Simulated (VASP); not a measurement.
**Si2Ni: single point with PBEsol**

Crystal: Si2Ni.

```
Si Ni
1.0
     0.00000    2.62550    2.62550
     2.62550    0.00000    2.62550
     2.62550    2.62550    0.00000
Si Ni
2 1
Direct
  0.25000 0.25000 0.25000
  0.75000 0.75000 0.75000
  0.00000 0.00000 0.00000
```

```json
{
 "Program": "VASP 6.6.1",
 "Task": "single point",
 "Functional": "PBEsol",
 "Potentials or basis": "VASP PAW PBE potentials, release 64 (Si, Ni)",
 "Cutoff": "520 eV",
 "k mesh": "14 × 14 × 14",
 "Occupations": "fermi-dirac, width 0.1 eV",
 "Spin": "no spin polarisation"
}
```

The pressure is 15.0 GPa and the band gap on the k mesh is zero (bands 9 and 10 overlap by 2.13 eV).

Levels at points of the mesh, in eV from the Fermi level:
```tsv
k point	band 7	band 8	band 9	band 10	band 11	band 12
(0.00, 0.00, 0.00)	0.36	1.74	1.74	1.74	2.00	2.00
(0.50, 0.00, 0.00)	-3.91	-1.76	-1.76	1.75	1.75	1.79
(0.50, 0.50, 0.00)	-4.20	-4.02	-3.65	-0.38	1.06	7.62
```

Wall time 65 s on 1 thread of Intel(R) Xeon(R) Platinum 8375C CPU @ 2.90GHz (Ice Lake), on a shared host, peak memory 0.19 GiB.

Caveat: the cell stands under pressure; the PAW data sets were made with another functional, which shifts forces and pressure a little. Spin polarisation is off, so any magnetic state and its effect on volume and gap are missing.
